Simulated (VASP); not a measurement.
A run of VASP 6.6.1 is set up as follows.

File INCAR:

```
ALGO     = Fast           # electronic algorithm
EDIFF    = 1E-7           # SCF threshold, eV
ENCUT    = 520            # plane-wave cutoff, eV
ISIF     = 2              # what is computed and relaxed
ISMEAR   = 0              # smearing method
LASPH    = True           # aspherical terms in the spheres
LCHARG   = False          # write CHGCAR
LREAL    = False          # projectors in reciprocal space
LWAVE    = False          # write WAVECAR
NBANDS   = 9              # bands
NELM     = 80             # most SCF steps
PREC     = Accurate       # precision mode
SIGMA    = 0.1            # smearing width, eV
```

The input KPOINTS:

```
k-points
0
Gamma
  15 15 8
```

The input POSCAR:

```
Mg
1.0
    3.1456320830      0.0000000000      0.0000000000
   -1.5728160415      2.7241972949      0.0000000000
    0.0000000000      0.0000000000      5.0362414218
Mg
2
Direct
    0.3333333333      0.6666666667      0.2500000000
    0.6666666667      0.3333333333      0.7500000000
```

Potentials or basis: VASP PAW LDA potentials, release 64 (Mg).

Launch:

```console
$ cat potpaw_LDA.64/Mg/POTCAR > POTCAR
$ mpirun -np 1 vasp_std > vasp.out
```

Task: Predict the band gap on the k mesh.

Result: Zero (band 2 reaches 3.71 eV, above the bottom of band 3 at 1.66 eV).

Task: Estimate the pressure.

Result: -0.3 GPa.
